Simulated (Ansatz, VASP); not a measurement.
## Two plane-wave programs on F

File INCAR:

```
SYSTEM = F
ALGO     = Normal         ! electronic algorithm
EDIFF    = 1E-6           ! SCF threshold, eV
ENCUT    = 520            ! plane-wave cutoff, eV
GGA      = PE             ! functional
ISIF     = 2              ! what is computed and relaxed
ISMEAR   = 0              ! smearing method
IVDW     = 12             ! dispersion correction
LASPH    = .TRUE.         ! aspherical terms in the spheres
LCHARG   = .TRUE.         ! write CHGCAR
LELF     = .TRUE.         ! ELF
LREAL    = .FALSE.        ! projectors in reciprocal space
LVHAR    = .TRUE.       
LWAVE    = .FALSE.        ! write WAVECAR
NBANDS   = 22             ! bands
NELM     = 80             ! most SCF steps
PREC     = Accurate       ! precision mode
SIGMA    = 0.05           ! smearing width, eV
```

Contents of KPOINTS:

```
k-points
0
G
  8 8 4
  0 0 0
```

The input POSCAR:

```
F
1.0
    2.8049095971     -1.7127352137      0.2960103401
    2.8049095971      1.7127352137      0.2960103401
   -0.8041639211      0.0000000000      6.4508459712
F
4
Direct
    0.9138648456      0.5855481450      0.0939279973
    0.4144518550      0.0861351544      0.4060720027
    0.0861351544      0.4144518550      0.9060720027
    0.5855481450      0.9138648456      0.5939279973
```

Input for Ansatz:

```yaml
crystal:
  lattice:
    - [2.8049095971, -1.7127352137, 0.2960103401]
    - [2.8049095971, 1.7127352137, 0.2960103401]
    - [-0.8041639211, 0.0, 6.4508459712]
  atoms:
    - { symbol: F, position: [0.9138648456, 0.585548145, 0.0939279973] }
    - { symbol: F, position: [0.414451855, 0.0861351544, 0.4060720027] }
    - { symbol: F, position: [0.0861351544, 0.414451855, 0.9060720027] }
    - { symbol: F, position: [0.585548145, 0.9138648456, 0.5939279973] }
basis:
  ecutwfc: 520.0
kpoints:
  mp_grid: { grid: [8, 8, 4] }
hamiltonian:
  xc: pbe
  dispersion: d3bj
scf:
  occupations: { method: gaussian, width: 0.05 }
output:
  forces: true
  stress: true
  eigenvalues: true
  write_density: true
  write_potential: true
  elf: true
  volumetric_format: npy
```

Change from the starting cell: volume 15.699 Å^3 an atom, stretch along a over the lengths across it, relative to the relaxed cell 1.0409.

Alike in both runs: task single point; functional PBE; dispersion D3(BJ); k mesh 8 × 8 × 4; occupations gaussian, width 0.05 eV; no spin polarisation.

|  | VASP | Ansatz |
| --- | --- | --- |
| version | VASP 6.6.1 | Ansatz 0.2.0 |
| potentials or method | VASP PAW PBE potentials, release 64 (F), cutoff 520 eV | scalar-relativistic, plane waves, PAW |
| valence electrons in the cell | 28 | 28 |

```tsv
	VASP	Ansatz	Ansatz less VASP
gap on the k mesh at the Fermi level (eV)	3.68	3.77	+0.087
least direct gap on the mesh (eV)	3.68	3.77	+0.087
pressure (GPa)	7.2	6.6	-0.57
traceless stress, the component that is largest in VASP (GPa)	10.33	8.70	-1.631
rms of the force components (eV/Å)	1.767	1.478	-0.2892
```

Atom by atom the forces differ by 0.289 eV/Å (rms over components).
